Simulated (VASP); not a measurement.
# SnO (Imma) in VASP: relaxation of cell and atoms with PBE

Aim: the relaxation of cell and atoms of SnO with PBE.

All numbers are computed with VASP 6.6.1; they aren't measurements. Logs are shortened: lines on timing, memory, paths and dates and some standing lists are left out, and cuts for length are marked.

### 1 The cell of the first run

It takes space group Imma (No. 74, orthorhombic). Conventional cell: a = 6.387 Å, b = 7.016 Å, c = 3.838 Å, α = 90.00°, β = 90.00°, γ = 90.00°. Sn (site symmetry 2/m) has 2 O at 1.66 Å within 2.2 Å. O (site symmetry mm2) has 2 Sn at 1.66 Å within 2.2 Å.

The cell was built from a structure type or drawn by symmetry, and may not be a known phase.

### 2 Relaxation of cell and atoms, PBE

Contents of INCAR:

```
SYSTEM = SnO
PREC = Accurate
ENCUT = 600
EDIFF = 1E-6
ISMEAR = 0
SIGMA = 0.1
LREAL = .False.
LASPH = .True.
NELM = 100
ALGO = Normal
ISIF = 3
LWAVE = .False.
LCHARG = .False.
GGA = PE
IBRION = 2
NSW = 90
EDIFFG = -0.04
```

Contents of KPOINTS:

```
Automatic mesh
0
Gamma
  6 6 6
  0 0 0
```

Contents of POSCAR:

```
SnO
1.0
   -3.1936574390      3.5077579903      1.9190414403
    3.1936574390     -3.5077579903      1.9190414403
    3.1936574390      3.5077579903     -1.9190414403
Sn O
2 2
Direct
    0.0000000000      0.0000000000      0.5000000000
    0.0000000000      0.5000000000      0.0000000000
    0.8831898928      0.1331898928      0.7500000000
    0.1168101072      0.8668101072      0.2500000000
```

Potentials or basis: VASP PAW PBE potentials, release 64 (Sn_d, O).

Command:

```sh
> cat potpaw_PBE.64/Sn_d/POTCAR potpaw_PBE.64/O/POTCAR > POTCAR
> mpirun -np 1 vasp_std > vasp.out
```

OUTCAR:

```text
SYSTEM = SnO
   PREC = Accurate
   ENCUT = 600
   EDIFF = 1E-6
   ISMEAR = 0
   LREAL = .False.
   LASPH = .True.
   NELM = 100
   ISIF = 3
   GGA = PE
   IBRION = 2
   NSW = 90
   EDIFFG = -0.04

 ion  position               nearest neighbor table
   1  0.000  0.000  0.500-   3 1.66   4 1.66   2 3.19   2 3.19
   2  0.000  0.500  0.000-   3 1.66   4 1.66   1 3.19   1 3.19
   3  0.883  0.133  0.750-   1 1.66   2 1.66
   4  0.117  0.867  0.250-   1 1.66   2 1.66

  LATTYP: Found a body centered orthorhombic cell.
 ALAT       =     3.8380828806
 B/A-ratio  =     1.6641940981
 C/A-ratio  =     1.8278698504

  Lattice vectors:

 A1 = (   3.1936574390,  -3.5077579903,   1.9190414403)
 A2 = (  -3.1936574390,  -3.5077579903,  -1.9190414403)
 A3 = (   3.1936574390,   3.5077579903,  -1.9190414403)

Analysis of symmetry for initial positions (statically):
=====================================================================
 Subroutine PRICEL returns:
 Original cell was already a primitive cell.

 Routine SETGRP: Setting up the symmetry group for a
 body centered orthorhombic supercell.

 Subroutine GETGRP returns: Found  8 space group operations
 (whereof  4 operations were pure point group operations)
 out of a pool of  8 trial point group operations.

The static configuration has the point symmetry C_2h.
 The point group associated with its full space group is D_2h.

Analysis of symmetry for dynamics (positions and initial velocities):
=====================================================================
 Subroutine PRICEL returns:
 Original cell was already a primitive cell.

 Routine SETGRP: Setting up the symmetry group for a
 body centered orthorhombic supercell.

 Subroutine GETGRP returns: Found  8 space group operations
 (whereof  4 operations were pure point group operations)
 out of a pool of  8 trial point group operations.

The dynamic configuration has the point symmetry C_2h.
 The point group associated with its full space group is D_2h.

 Subroutine INISYM returns: Found  8 space group operations
 (whereof  4 operations are pure point group operations),
 and found     1 'primitive' translations

----------------------------------------------------------------------------------------

                                     Primitive cell

  volume of cell :      85.9928

  direct lattice vectors                    reciprocal lattice vectors
    -3.193657439  3.507757990  1.919041440     0.000000000  0.142541191  0.260546745
     3.193657439 -3.507757990  1.919041440     0.156560310  0.000000000  0.260546745
     3.193657439  3.507757990 -1.919041440     0.156560310  0.142541191  0.000000000

  length of vectors
     5.117277988  5.117277988  5.117277988     0.296989221  0.303966671  0.211728887

  position of ions in fractional coordinates (direct lattice)
     1.000000000  1.000000000  0.500000000
     0.000000000  0.500000000  0.000000000
     0.883189893  0.133189893  0.750000000
     0.116810107  0.866810107  0.250000000

  ion indices of the primitive-cell ions
   primitive index   ion index
                 1           1
                 2           2
                 3           3
                 4           4

----------------------------------------------------------------------------------------

 KPOINTS: Automatic mesh

Automatic generation of k-mesh.
 Grid dimensions read from file:
 generate k-points for:    6    6    6

 Generating k-lattice:

  Cartesian coordinates                     Fractional coordinates (reciprocal lattice)
     0.000000000  0.023756865  0.043424457     0.166666667  0.000000000  0.000000000
     0.026093385  0.000000000  0.043424457     0.000000000  0.166666667  0.000000000
     0.026093385  0.023756865  0.000000000     0.000000000  0.000000000  0.166666667

  Length of vectors
     0.049498203  0.050661112  0.035288148

  Shift w.r.t. Gamma in fractional coordinates (k-lattice)
     0.000000000  0.000000000  0.000000000

 Subroutine IBZKPT returns following result:
 ===========================================

 Found     46 irreducible k-points:

 Following reciprocal coordinates:
            Coordinates               Weight
  0.000000  0.000000  0.000000      1.000000
  0.166667 -0.000000  0.000000      4.000000
  0.333333  0.000000  0.000000      4.000000
  0.500000 -0.000000  0.000000      2.000000
 -0.000000  0.166667  0.000000      4.000000
  0.166667  0.166667  0.000000      8.000000
[... 16 lines left out ...]
 -0.166667  0.166667  0.166667      2.000000
  0.166667  0.333333  0.166667      4.000000
 [... further k-points ...]
   k-points           NKPTS =     46   k-points in BZ     NKDIM =     46   number of bands    NBANDS=     24
   number of dos      NEDOS =    301   number of ions     NIONS =      4
   total plane-waves  NPLWV =  74088
   dimension x,y,z NGX =    42 NGY =   42 NGZ =   42
   dimension x,y,z NGXF=    84 NGYF=   84 NGZF=   84
   ions per type =               2   2
   NGX,Y,Z   is equivalent  to a cutoff of  13.64, 13.64, 13.64 a.u.
   NGXF,Y,Z  is equivalent  to a cutoff of  27.29, 27.29, 27.29 a.u.
 SYSTEM =  SnO
   PREC   = accura    normal or accurate (medium, high low for compatibility)
   ISTART =      0    job   : 0-new  1-cont  2-samecut
   ICHARG =      2    charge: 1-file 2-atom 10-const
   ISPIN  =      1    spin polarized calculation?
   LNONCOLLINEAR =      F non collinear calculations
   LSORBIT =      F    spin-orbit coupling
   LASPH  =      T    aspherical Exc in radial PAW
   ENCUT  =  600.0 eV  44.10 Ry    6.64 a.u.  10.22 10.22 10.22*2*pi/ulx,y,z
   NELM   =    100;   NELMIN=  2; NELMDL= -5     # of ELM steps
   EDIFF  = 0.1E-05   stopping-criterion for ELM
   LREAL  =      F    real-space projection
   EDIFFG = -.4E-01   stopping-criterion for IOM
   NSW    =     90    number of steps for IOM
   IBRION =      2    ionic relax: 0-MD 1-quasi-New 2-CG
   NFREE  =      1    steps in history (QN), initial steepest desc. (CG)
   ISIF   =      3    stress and relaxation
   ISYM   =      2    0-nonsym 1-usesym 2-fastsym
   POTIM  = 0.5000    time-step for ionic-motion
   TEBEG  =    0.0;   TEEND  =   0.0 temperature during run
   PSTRESS=    0.0 pullay stress
   NELECT =      40.0000    total number of electrons
   NUPDOWN=      -1.0000    fix difference up-down
   EMIN   =  10.00;   EMAX   =-10.00  energy-range for DOS
   EFERMI =   0.00;   METHOD = LEGACY
   ISMEAR =     0;   SIGMA  =   0.10  broadening in eV -4-tet -1-fermi 0-gaus
   EFERMI_NEDOS =   21; number of points for ismear=-14 and -15
   IALGO  =     38    algorithm
   IMIX   =      4    mixing-type and parameters
     AMIX     =   0.40;   BMIX     =  1.00
     AMIX_MAG =   1.60;   BMIX_MAG =  1.00
  volume/ion in A,a.u.               =      21.50       145.08
  Fermi-wavevector in a.u.,A,eV,Ry     =   1.268452  2.397027 21.891375  1.608971
  Thomas-Fermi vector in A             =   2.401546
   LORBIT       =      0    0 simple, 1 ext, 2 COOP (PROOUT), +10 PAW based schemes
   GGA     = PE    functional components
   LHFCALC =     F    Hartree Fock is set to
   AEXX    =    0.0000 exact exchange contribution
   IVDW    =     0    specifies the selected vdW correction
   LEPSILON=     F    determine dielectric tensor
   LRPA    =     F    only Hartree local field effects (RPA)
 conjugate gradient relaxation of ions
 non-spin polarized calculation
 Gauss-broadening in eV      SIGMA  =   0.10
  energy-cutoff  :      600.00
  volume of cell :       85.99
 maximum number of plane-waves:      2892
 NGX is ok and might be reduce to    42
   NGX = 21   NGY = 21   NGZ = 21

--------------------------------------- Ionic step        1  -------------------------------------------

 number of electron      40.0000003 magnetization

 Free energy of the ion-electron system (eV)
  ---------------------------------------------------
  ext. energy  EPLUGINS =         0.00000000
  ---------------------------------------------------
  free energy    TOTEN  =       -10.12555568 eV

  energy without entropy =      -10.12156872  energy(sigma->0) =      -10.12356220

------------------------ aborting loop because EDIFF is reached ----------------------------------------

  FORCE on cell =-STRESS in cart. coord.  units (eV):
  Direction    XX          YY          ZZ          XY          YZ          ZX
  --------------------------------------------------------------------------------------
  -------------------------------------------------------------------------------------
  Total       92.5327771     -4.2857519      2.3030810      0.0000000      0.0000000      0.0000000
  in kB     1724.0262782    -79.8500722     42.9098989      0.0000000      0.0000000      0.0000000
  external PRESSURE =     562.3620350 kB  Pullay stress =       0.0000000 kB
[... 2067 lines left out ...]
     23       9.7942      0.00000
     24       9.8421      0.00000

 [... further k-points ...]

[... ionic steps 4 to 34 ...]

--------------------------------------- Ionic step       35  -------------------------------------------

 number of electron      40.0000000 magnetization

------------------------ aborting loop because EDIFF is reached ----------------------------------------

  FORCE on cell =-STRESS in cart. coord.  units (eV):
  Direction    XX          YY          ZZ          XY          YZ          ZX
  --------------------------------------------------------------------------------------
  -------------------------------------------------------------------------------------
  Total       -0.0242178     -0.1069289     -0.3070687      0.0000000     -0.0000000      0.0000000
  in kB       -0.4702994     -2.0765157     -5.9631467      0.0000000     -0.0000000      0.0000000
  external PRESSURE =      -2.8366539 kB  Pullay stress =       0.0000000 kB
[... 61 lines left out ...]
  energy  without entropy=      -19.7370976241  energy(sigma->0) =      -19.73950518

--------------------------------------- Ionic step       37  -------------------------------------------

 number of electron      40.0000002 magnetization

 Free energy of the ion-electron system (eV)
  ---------------------------------------------------
  ext. energy  EPLUGINS =         0.00000000
  ---------------------------------------------------
  free energy    TOTEN  =       -19.74337416 eV

  energy without entropy =      -19.73887212  energy(sigma->0) =      -19.74112314

 E-fermi :   4.3083     XC(G=0):  -9.5329

 val. band max:        4.3069327455   @ k =   0.5000  -0.3333   0.3333
 cond. band min:       4.3442834507   @ k =  -0.3333   0.3333   0.3333
 fundamental gap:      0.0373507052
 Fermi energy:         4.3083004047

 k-point     1 :       0.0000    0.0000    0.0000
  band No.  band energies     occupation
      1     -17.3164      2.00000
      2     -16.8930      2.00000
      3     -16.8626      2.00000
      4     -16.8505      2.00000
      5     -16.7431      2.00000
      6     -16.7382      2.00000
[... 670 lines left out ...]
  FREE ENERGIE OF THE ION-ELECTRON SYSTEM (eV)
  ---------------------------------------------------
  free  energy   TOTEN  =       -19.7433741590 eV

  energy  without entropy=      -19.7388721180  energy(sigma->0) =      -19.74112314

 reached required accuracy - stopping structural energy minimisation
```

Run time: 55 min. Hardware: 1 thread of Intel Xeon Platinum 8259CL at 2.50GHz (Skylake/Cascade Lake), shared host; peak memory 0.36 GiB.

What came out:

```
Free energy                           : -19.7434 eV
Relaxed volume                        : 20.41 Å³/atom
Relaxed cell                          : a = 5.292 Å, b = 5.292 Å, c = 5.292 Å, α = 80.97°, β = 111.26°, γ = 142.60°
Space group after relaxing (to 0.1 Å) : P6/mmm (No. 191)
Pressure after relaxing               : -0.1 GPa
Largest force after relaxing          : 0.023 eV/Å
Band gap on the k mesh                : zero (bands 20 and 21 overlap by 0.67 eV)
```

Forces on the atoms (eV/Å):
```
Sn   0.000  0.000  0.000
Sn   0.000  0.000  0.000
O    0.000  0.000  0.023
O    0.000  0.000 -0.023
```

Final structure:
```cif
data_structure
_symmetry_space_group_name_H-M 'P 1'
_symmetry_Int_Tables_number 1
_cell_length_a 5.2923
_cell_length_b 5.2923
_cell_length_c 5.2923
_cell_angle_alpha 80.968
_cell_angle_beta 111.261
_cell_angle_gamma 142.596
_cell_volume 81.63
loop_
_atom_site_label
_atom_site_type_symbol
_atom_site_fract_x
_atom_site_fract_y
_atom_site_fract_z
_atom_site_occupancy
Sn1 Sn 0.00000 0.00000 0.50000 1
Sn2 Sn 0.00000 0.50000 0.00000 1
O1 O 0.98814 0.23814 0.75000 1
O2 O 0.01186 0.76186 0.25000 1
```

Caveat: semilocal functionals underestimate gaps, so a narrow gap can read as zero; spin-orbit coupling is left out, which moves the levels of the heavy elements.
